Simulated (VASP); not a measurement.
CdH2, 3 atoms in the cell. Symmetry: Fm-3m, No. 225, cubic system. The conventional cell has a = 5.054 Å, b = 5.054 Å, c = 5.054 Å, α = 90.00°, β = 90.00°, γ = 90.00°. Cd (site symmetry m-3m) has 8 H at 2.19 Å within 2.9 Å. H (site symmetry -43m) has 4 Cd at 2.19 Å and 6 H at 2.53 Å within 2.9 Å. 

```yaml
Program: VASP 6.6.1
Task: single point
Functional: PBEsol
Potentials_or_basis: VASP PAW PBE potentials, release 64 (Cd, H)
Cutoff: 520 eV
k_mesh: 6 × 6 × 6
Occupations: fermi-dirac, width 0.02 eV
Spin: no spin polarisation
Dipole_correction: no
Further_INCAR_settings: ALGO = Normal; EDIFF = 1e-06; NBANDS = 14
```

Potentials or basis: VASP PAW PBE potentials, release 64 (Cd, H).

Launch:

```bash
$ cat potpaw_PBE.64/Cd/POTCAR potpaw_PBE.64/H/POTCAR > POTCAR
$ mpirun -np 1 vasp_std > vasp.out
```

Hardware: 1 thread of Intel(R) Xeon(R) Platinum 8488C (Sapphire Rapids) (shared host).

Task: Estimate the wall time of this run.

Result: It took 5.9 s on 1 thread of Intel(R) Xeon(R) Platinum 8488C (Sapphire Rapids) (shared host), peak memory 0.15 GiB. Counts: scf iterations 13, k points 16.
